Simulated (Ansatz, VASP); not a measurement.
## Two plane-wave programs on Al2SiO5

```
CELL_PARAMETERS angstrom
7.71870 0.00000 0.00000
0.00000 7.84018 0.00000
0.00000 0.00000 5.53089
ATOMIC_POSITIONS crystal
Al 0.00000 0.00000 0.24239
Al 0.50000 0.50000 0.25761
Al 0.00000 0.00000 0.75761
Al 0.50000 0.50000 0.74239
Al 0.86964 0.36177 0.00000
Al 0.13036 0.63823 0.00000
Al 0.36964 0.13823 0.50000
Al 0.63036 0.86177 0.50000
Si 0.24533 0.25010 0.00000
Si 0.75467 0.74990 0.00000
Si 0.74533 0.24990 0.50000
Si 0.25467 0.75010 0.50000
O 0.07689 0.86218 0.00000
O 0.92311 0.13782 0.00000
O 0.57689 0.63782 0.50000
O 0.42311 0.36218 0.50000
O 0.07467 0.86131 0.50000
O 0.92533 0.13869 0.50000
O 0.57467 0.63869 0.00000
O 0.42533 0.36131 0.00000
O 0.10274 0.40057 0.00000
O 0.89726 0.59943 0.00000
O 0.60274 0.09943 0.50000
O 0.39726 0.90057 0.50000
O 0.22836 0.13147 0.24040
O 0.77164 0.86853 0.24040
O 0.72836 0.36853 0.25960
O 0.27164 0.63147 0.25960
O 0.77164 0.86853 0.75960
O 0.22836 0.13147 0.75960
O 0.27164 0.63147 0.74040
O 0.72836 0.36853 0.74040
```

Alike in both runs: functional LDA; k mesh 4 × 4 × 4; occupations gaussian, width 0.02 eV; no spin polarisation.

Ansatz relaxed the structure, and its values are those at the end. VASP's run is a single point on that final structure, the one shown.

|  | VASP | Ansatz |
| --- | --- | --- |
| version | VASP 6.6.1 | Ansatz 0.2.0 |
| potentials or method | VASP PAW LDA potentials, release 64 (Al, Si, O), cutoff 520 eV | scalar-relativistic, plane waves, PAW |
| valence electrons in the cell | 160 | 160 |

Ansatz gave:

```
gap on the k mesh at the Fermi level (eV) : 4.97
least direct gap on the mesh (eV)         : 4.97
pressure (GPa)                            : 0.0
rms of the force components (eV/Å)        : 0.002
```

Q: Estimate VASP's values.

A: gap on the k mesh at the Fermi level (eV): 4.97; least direct gap on the mesh (eV): 4.97; pressure (GPa): 0.8; rms of the force components (eV/Å): 0.032.

LDA's correlation is that of Perdew and Zunger in VASP and of Perdew and Wang (1992) in Ansatz.
